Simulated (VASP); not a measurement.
## MgO: vibrations by perturbation theory with PBE

MgO:

```
CELL_PARAMETERS angstrom
0.00000 2.12222 2.12222
2.12222 0.00000 2.12222
2.12222 2.12222 0.00000
ATOMIC_POSITIONS crystal
Mg 0.00000 0.00000 0.00000
O 0.50000 0.50000 0.50000
```

- Program: VASP 6.6.1
- Task: vibrations by perturbation theory
- Functional: PBE
- Potentials or basis: VASP PAW PBE potentials, release 64 (Mg, O)
- Cutoff: 520 eV
- k mesh: 10 × 10 × 10
- Occupations: gaussian, width 0.01 eV
- Spin: no spin polarisation
- Dipole correction: no
- Further INCAR settings: ALGO = Normal; EDIFF = 1e-08; IBRION = 8; NSW = 1

* Electronic dielectric tensor (diagonal): 3.16
* Born charges (mean of the diagonal): Mg +1.98; O -1.98 e
* Highest phonon frequency at Γ, LO-TO splitting left out: 374 cm⁻¹

Phonon frequencies in cm⁻¹ (negative: imaginary):
```csv
q point,frequencies
"(0.000, 0.000, 0.000)",0 0 0 374 374 374
```

Electronic dielectric tensor:
```
3.16 0.00 0.00
0.00 3.16 0.00
0.00 0.00 3.16
```

Born effective charge tensors (e):
atom 1, Mg
```
1.98 0.00 0.00
0.00 1.98 0.00
0.00 0.00 1.98
```
atom 2, O
```
-1.98  0.00  0.00
 0.00 -1.98  0.00
 0.00  0.00 -1.98
```

Run time: 110 s on 1 thread of Intel Xeon 8259CL (shared host), peak memory 0.19 GiB.
